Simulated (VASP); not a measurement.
# BaCrF6 (R-3m) in VASP: single point with LDA+U

Aim: the single point of BaCrF6 with LDA+U.

All numbers are computed with VASP 6.6.1; they aren't measurements. Logs are shortened: lines on timing, memory, paths and dates and some standing lists are left out, and cuts for length are marked.

## 1. The cell of the first run

The structure is trigonal, space group R-3m (No. 166). The conventional cell has a = 7.328 Å, b = 7.328 Å, c = 7.137 Å, α = 90.00°, β = 90.00°, γ = 120.00°. Ba (site symmetry -3m) has 12 F at 2.70 to 3.00 Å and 2 Cr at 3.57 Å within 3.6 Å. Cr (site symmetry -3m) has 6 F at 1.83 Å within 2.4 Å. F (site symmetry m) has 1 Cr at 1.83 Å within 2.4 Å.

## 2. Single point, LDA+U

Contents of INCAR:

```
SYSTEM = BaCrF6
ALGO     = Normal         ! electronic algorithm
EDIFF    = 1E-6           ! SCF threshold, eV
ENCUT    = 520            ! plane-wave cutoff, eV
ISIF     = 2              ! what is computed and relaxed
ISMEAR   = 0              ! smearing method
LASPH    = .TRUE.         ! aspherical terms in the spheres
LCHARG   = .TRUE.         ! write CHGCAR
LDAU     = .TRUE.         ! DFT+U
LDAUJ    = 0 0.5 0      
LDAUL    = -1 2 -1        ! shell
LDAUPRINT= 1            
LDAUTYPE = 1            
LDAUU    = 0 4 0          ! U, eV
LELF     = .TRUE.         ! ELF
LMAXMIX  = 4              ! l up to which the mixer works
LREAL    = .FALSE.        ! projectors in reciprocal space
LVHAR    = .TRUE.       
LWAVE    = .FALSE.        ! write WAVECAR
NBANDS   = 42             ! bands
NELM     = 150            ! most SCF steps
PREC     = Accurate       ! precision mode
SIGMA    = 0.05           ! smearing width, eV
```

Contents of KPOINTS:

```
k-points
0
G
  4 4 4
  0 0 0
```

Contents of POSCAR:

```
BaCrF6
1.0
    3.6639988200      2.1154107000      2.3789998200
   -3.6639988200      2.1154107000      2.3789998200
    0.0000000000     -4.2308214000      2.3789998200
Ba Cr F
1 1 6
Direct
    0.5000000000      0.5000000000      0.5000000000
    0.0000000000      0.0000000000      0.0000000000
    0.2600000000      0.8970000000      0.2600000000
    0.2600000000      0.2600000000      0.8970000000
    0.8970000000      0.2600000000      0.2600000000
    0.7400000000      0.1030000000      0.7400000000
    0.1030000000      0.7400000000      0.7400000000
    0.7400000000      0.7400000000      0.1030000000
```

Potentials or basis: VASP PAW LDA potentials, release 64 (Ba_sv, Cr_pv, F).

Started as:

```
> cat potpaw_LDA.64/Ba_sv/POTCAR potpaw_LDA.64/Cr_pv/POTCAR potpaw_LDA.64/F/POTCAR > POTCAR
> mpirun -np 1 vasp_std > vasp.out
```

OUTCAR:

```text
SYSTEM = BaCrF6
   EDIFF = 1E-6
   ENCUT = 520
   ISIF = 2
   ISMEAR = 0
   LASPH = .TRUE.
   LREAL = .FALSE.
   NELM = 150
   PREC = Accurate

 ion  position               nearest neighbor table
   1  0.500  0.500  0.500-   4 2.70   8 2.70   5 2.70   6 2.70   7 2.70   3 2.70   8 3.00   4 3.00
                             7 3.00   6 3.00   3 3.00   5 3.00   2 3.57   2 3.57
   2  0.000  0.000  0.000-   4 1.83   8 1.83   5 1.83   6 1.83   7 1.83   3 1.83   1 3.57   1 3.57

   3  0.260  0.897  0.260-   2 1.83   1 2.70   1 3.00
   4  0.260  0.260  0.897-   2 1.83   1 2.70   1 3.00
   5  0.897  0.260  0.260-   2 1.83   1 2.70   1 3.00
   6  0.740  0.103  0.740-   2 1.83   1 2.70   1 3.00
   7  0.103  0.740  0.740-   2 1.83   1 2.70   1 3.00
   8  0.740  0.740  0.103-   2 1.83   1 2.70   1 3.00

  LATTYP: Found a trigonal (rhomboedric) cell.
 ALAT       =     4.8538118899
 COS(alpha) =    -0.1396585720

  Lattice vectors:

 A1 = (   3.6639988200,   2.1154107000,   2.3789998200)
 A2 = (  -3.6639988200,   2.1154107000,   2.3789998200)
 A3 = (   0.0000000000,  -4.2308214000,   2.3789998200)

Analysis of symmetry for initial positions (statically):
=====================================================================
 Subroutine PRICEL returns:
 Original cell was already a primitive cell.

 Routine SETGRP: Setting up the symmetry group for a
 trigonal (rhombohedral) supercell.

 Subroutine GETGRP returns: Found 12 space group operations
 (whereof 12 operations were pure point group operations)
 out of a pool of 12 trial point group operations.

The static configuration has the point symmetry D_3d.

Analysis of symmetry for dynamics (positions and initial velocities):
=====================================================================
 Subroutine PRICEL returns:
 Original cell was already a primitive cell.

 Routine SETGRP: Setting up the symmetry group for a
 trigonal (rhombohedral) supercell.

 Subroutine GETGRP returns: Found 12 space group operations
 (whereof 12 operations were pure point group operations)
 out of a pool of 12 trial point group operations.

The dynamic configuration has the point symmetry D_3d.

 Subroutine INISYM returns: Found 12 space group operations
 (whereof 12 operations are pure point group operations),
 and found     1 'primitive' translations

----------------------------------------------------------------------------------------

                                     Primitive cell

  volume of cell :     110.6358

  direct lattice vectors                    reciprocal lattice vectors
     3.663998820  2.115410700  2.378999820     0.136462926  0.078786907  0.140114905
    -3.663998820  2.115410700  2.378999820    -0.136462926  0.078786907  0.140114905
     0.000000000 -4.230821400  2.378999820     0.000000000 -0.157573815  0.140114905

  length of vectors
     4.853811896  4.853811896  4.853811890     0.210859416  0.210859416  0.210859417

  position of ions in fractional coordinates (direct lattice)
     0.500000000  0.500000000  0.500000000
     0.000000000  0.000000000  0.000000000
     0.260000000  0.897000000  0.260000000
     0.260000000  0.260000000  0.897000000
     0.897000000  0.260000000  0.260000000
     0.740000000  0.103000000  0.740000000
     0.103000000  0.740000000  0.740000000
     0.740000000  0.740000000  0.103000000

  ion indices of the primitive-cell ions
   primitive index   ion index
                 1           1
                 2           2
                 3           3
                 4           4
                 5           5
                 6           6
                 7           7
                 8           8

----------------------------------------------------------------------------------------

 KPOINTS: k-points

Automatic generation of k-mesh.
 Grid dimensions read from file:
 generate k-points for:    4    4    4

 Generating k-lattice:

  Cartesian coordinates                     Fractional coordinates (reciprocal lattice)
     0.034115732  0.019696727  0.035028726     0.250000000  0.000000000 -0.000000000
[... 21 lines left out ...]
 -0.250000  0.250000  0.000000      6.000000
  0.500000  0.500000 -0.000000      3.000000
  0.250000  0.250000  0.250000      2.000000
  0.500000  0.250000  0.250000      6.000000
 -0.250000  0.250000  0.250000      6.000000
  0.500000  0.500000  0.250000      6.000000
 -0.250000  0.500000  0.250000      6.000000
  0.500000  0.500000  0.500000      1.000000
   k-points           NKPTS =     13   k-points in BZ     NKDIM =     13   number of bands    NBANDS=     42
   number of dos      NEDOS =    301   number of ions     NIONS =      8
   total plane-waves  NPLWV =  46656
   dimension x,y,z NGX =    36 NGY =   36 NGZ =   36
   dimension x,y,z NGXF=    72 NGYF=   72 NGZF=   72
   ions per type =               1   1   6
   NGX,Y,Z   is equivalent  to a cutoff of  12.33, 12.33, 12.33 a.u.
   NGXF,Y,Z  is equivalent  to a cutoff of  24.66, 24.66, 24.66 a.u.
 SYSTEM =  BaCrF6
   PREC   = accura    normal or accurate (medium, high low for compatibility)
   ISTART =      0    job   : 0-new  1-cont  2-samecut
   ICHARG =      2    charge: 1-file 2-atom 10-const
   ISPIN  =      1    spin polarized calculation?
   LNONCOLLINEAR =      F non collinear calculations
   LSORBIT =      F    spin-orbit coupling
   LASPH  =      T    aspherical Exc in radial PAW
   ENCUT  =  520.0 eV  38.22 Ry    6.18 a.u.   9.02  9.02  9.02*2*pi/ulx,y,z
   NELM   =    150;   NELMIN=  2; NELMDL= -5     # of ELM steps
   EDIFF  = 0.1E-05   stopping-criterion for ELM
   LREAL  =      F    real-space projection
   EDIFFG = 0.1E-04   stopping-criterion for IOM
   NSW    =      0    number of steps for IOM
   IBRION =     -1    ionic relax: 0-MD 1-quasi-New 2-CG
   NFREE  =      0    steps in history (QN), initial steepest desc. (CG)
   ISIF   =      2    stress and relaxation
   ISYM   =      2    0-nonsym 1-usesym 2-fastsym
   POTIM  = 0.5000    time-step for ionic-motion
   TEBEG  =    0.0;   TEEND  =   0.0 temperature during run
   PSTRESS=    0.0 pullay stress
   NELECT =      64.0000    total number of electrons
   NUPDOWN=      -1.0000    fix difference up-down
   EMIN   =  10.00;   EMAX   =-10.00  energy-range for DOS
   EFERMI =   0.00;   METHOD = LEGACY
   ISMEAR =     0;   SIGMA  =   0.05  broadening in eV -4-tet -1-fermi 0-gaus
   EFERMI_NEDOS =   21; number of points for ismear=-14 and -15
   IALGO  =     38    algorithm
   IMIX   =      4    mixing-type and parameters
     AMIX     =   0.40;   BMIX     =  1.00
     AMIX_MAG =   1.60;   BMIX_MAG =  1.00
  volume/ion in A,a.u.               =      13.83        93.33
  Fermi-wavevector in a.u.,A,eV,Ry     =   1.364069  2.577716 25.316137  1.860684
  Thomas-Fermi vector in A             =   2.490417
   LORBIT       =      0    0 simple, 1 ext, 2 COOP (PROOUT), +10 PAW based schemes
 LDA+U is selected, type is set to LDAUTYPE =  1
   angular momentum for each species LDAUL =    -1    2   -1
   U (eV)           for each species LDAUU =   0.0  4.0  0.0
   J (eV)           for each species LDAUJ =   0.0  0.5  0.0
   GGA     = CA    functional components
   LHFCALC =     F    Hartree Fock is set to
   AEXX    =    0.0000 exact exchange contribution
   IVDW    =     0    specifies the selected vdW correction
   LEPSILON=     F    determine dielectric tensor
   LRPA    =     F    only Hartree local field effects (RPA)
 non-spin polarized calculation
 Gauss-broadening in eV      SIGMA  =   0.05
  energy-cutoff  :      520.00
  volume of cell :      110.64
 maximum number of plane-waves:      3020
   NGX = 19   NGY = 19   NGZ = 19

atom =   2  type =  2  l = 2

 onsite density matrix

spin component  1

  0.2682  0.0000 -0.0000 -0.0987 -0.0000
  0.0000  0.2545  0.0000 -0.0000 -0.0987
 -0.0000  0.0000  0.9475 -0.0000 -0.0000
 -0.0987 -0.0000 -0.0000  0.2545  0.0000
 -0.0000 -0.0987 -0.0000  0.0000  0.2682

spin component  2

  0.2682  0.0000 -0.0000 -0.0987 -0.0000
  0.0000  0.2545  0.0000 -0.0000 -0.0987
 -0.0000  0.0000  0.9475 -0.0000 -0.0000
 -0.0987 -0.0000 -0.0000  0.2545  0.0000
 -0.0000 -0.0987 -0.0000  0.0000  0.2682

 occupancies and eigenvectors

  o =  0.1624  v =  0.0000  0.7312  0.0000  0.0000  0.6821  0.0000  0.0000  0.0000  0.0000  0.0000      0.0000  0.0000  0.0000  0.0000  0.0000  0.0000  0.0000  0.0000  0.0000  0.0000
  o =  0.1624  v =  0.0000  0.0000  0.0000  0.0000  0.0000  0.0000  0.7312  0.0000  0.0000  0.6821      0.0000  0.0000  0.0000  0.0000  0.0000  0.0000  0.0000  0.0000  0.0000  0.0000
  o =  0.1624  v =  0.0000  0.0000  0.0000  0.0000  0.0000 -0.6821  0.0000 -0.0000 -0.7312 -0.0000      0.0000  0.0000  0.0000  0.0000  0.0000  0.0000  0.0000  0.0000  0.0000  0.0000
  o =  0.1624  v = -0.6821  0.0000 -0.0000 -0.7312 -0.0000  0.0000  0.0000  0.0000  0.0000  0.0000      0.0000  0.0000  0.0000  0.0000  0.0000  0.0000  0.0000  0.0000  0.0000  0.0000
  o =  0.3603  v =  0.0000 -0.6821  0.0000 -0.0000  0.7312  0.0000  0.0000  0.0000  0.0000  0.0000      0.0000  0.0000  0.0000  0.0000  0.0000  0.0000  0.0000  0.0000  0.0000  0.0000
  o =  0.3603  v =  0.0000  0.0000  0.0000  0.0000  0.0000  0.0000 -0.6821  0.0000 -0.0000  0.7312      0.0000  0.0000  0.0000  0.0000  0.0000  0.0000  0.0000  0.0000  0.0000  0.0000
  o =  0.3603  v = -0.7312  0.0000  0.0000  0.6821  0.0000  0.0000  0.0000  0.0000  0.0000  0.0000      0.0000  0.0000  0.0000  0.0000  0.0000  0.0000  0.0000  0.0000  0.0000  0.0000
  o =  0.3603  v =  0.0000  0.0000  0.0000  0.0000  0.0000 -0.7312  0.0000  0.0000  0.6821  0.0000      0.0000  0.0000  0.0000  0.0000  0.0000  0.0000  0.0000  0.0000  0.0000  0.0000
  o =  0.9475  v =  0.0000  0.0000  1.0000 -0.0000 -0.0000  0.0000  0.0000  0.0000  0.0000  0.0000      0.0000  0.0000  0.0000  0.0000  0.0000  0.0000  0.0000  0.0000  0.0000  0.0000
  o =  0.9475  v =  0.0000  0.0000  0.0000  0.0000  0.0000  0.0000  0.0000  1.0000 -0.0000 -0.0000      0.0000  0.0000  0.0000  0.0000  0.0000  0.0000  0.0000  0.0000  0.0000  0.0000

 number of electron      64.0000061 magnetization

 Free energy of the ion-electron system (eV)
  ---------------------------------------------------
  ext. energy  EPLUGINS =         0.00000000
  ---------------------------------------------------
  free energy    TOTEN  =       -46.74013490 eV

  energy without entropy =      -46.74013490  energy(sigma->0) =      -46.74013490

 E-fermi :   0.9922     XC(G=0): -10.3731

 val. band max:        0.6871692556   @ k =   0.5000   0.0000  -0.0000
 cond. band min:       1.3740713646   @ k =   0.0000   0.0000   0.0000
 fundamental gap:      0.6869021089
 Fermi energy:         0.9922341251

 k-point     1 :       0.0000    0.0000    0.0000
  band No.  band energies     occupation
      1     -43.9281      2.00000
      2     -43.9281      2.00000
      3     -42.6918      2.00000
      4     -24.7674      2.00000
      5     -21.9703      2.00000
      6     -21.3317      2.00000
[... 574 lines left out ...]
     41       9.0010      0.00000
     42       9.0010      0.00000

------------------------ aborting loop because EDIFF is reached ----------------------------------------

  FORCE on cell =-STRESS in cart. coord.  units (eV):
  Direction    XX          YY          ZZ          XY          YZ          ZX
  --------------------------------------------------------------------------------------
  -------------------------------------------------------------------------------------
  Total       -2.7733428     -2.7733428     -1.8475998      0.0000000      0.0000000      0.0000000
  in kB      -40.1622885    -40.1622883    -26.7560998      0.0000000      0.0000000      0.0000000
  external PRESSURE =     -35.6935589 kB  Pullay stress =       0.0000000 kB

 VOLUME and BASIS-vectors are now :
 -----------------------------------------------------------------------------
  energy-cutoff  :      520.00
  volume of cell :      110.64
      direct lattice vectors                 reciprocal lattice vectors
     3.663998820  2.115410700  2.378999820     0.136462926  0.078786907  0.140114905
    -3.663998820  2.115410700  2.378999820    -0.136462926  0.078786907  0.140114905
     0.000000000 -4.230821400  2.378999820     0.000000000 -0.157573815  0.140114905

 POSITION                                       TOTAL-FORCE (eV/Angst)
 -----------------------------------------------------------------------------------
      0.00000      0.00000      3.56850         0.000000     -0.000000      0.000000
      0.00000      0.00000      0.00000         0.000000     -0.000000     -0.000000
     -2.33397      1.34752      3.37104        -0.283658      0.163770      0.268838
      0.00000     -2.69503      3.37104         0.000000     -0.327540      0.268838
      2.33397      1.34752      3.37104         0.283658      0.163770      0.268838
      2.33397     -1.34752      3.76596         0.283658     -0.163770     -0.268838
     -2.33397     -1.34752      3.76596        -0.283658     -0.163770     -0.268838
      0.00000      2.69503      3.76596         0.000000      0.327540     -0.268838
 -----------------------------------------------------------------------------------
    total drift:                               -0.000000      0.000000     -0.000000

  FREE ENERGIE OF THE ION-ELECTRON SYSTEM (eV)
  ---------------------------------------------------
  free  energy   TOTEN  =       -46.7401348981 eV

  energy  without entropy=      -46.7401348981  energy(sigma->0) =      -46.74013490
```

Run time: 3.5 min. Hardware: 1 thread of Oxide Virtual Turin-like, shared host; peak memory 0.17 GiB.

Results:

```
Free energy            : -46.7401 eV
Pressure               : -3.6 GPa
Largest force          : 0.424 eV/Å
Band gap on the k mesh : 0.69 eV
```

Forces in eV/Å, atoms in the order of the input:
```
Ba   0.000  0.000  0.000
Cr   0.000  0.000  0.000
F   -0.284  0.164  0.269
F    0.000 -0.328  0.269
F    0.284  0.164  0.269
F    0.284 -0.164 -0.269
F   -0.284 -0.164 -0.269
F    0.000  0.328 -0.269
```

Eigenvalues of the final occupation matrices:
| site | spin | trace | eigenvalues |
| --- | --- | --- | --- |
| site 2 d | 1 | 1.99 | 0.16 0.16 0.36 0.36 0.95 |
| site 2 d | 2 | 1.99 | 0.16 0.16 0.36 0.36 0.95 |

Caveat: the cell stands under tension; spin-orbit coupling is left out, which moves the levels of the heavy elements. A k mesh can miss the band edges.
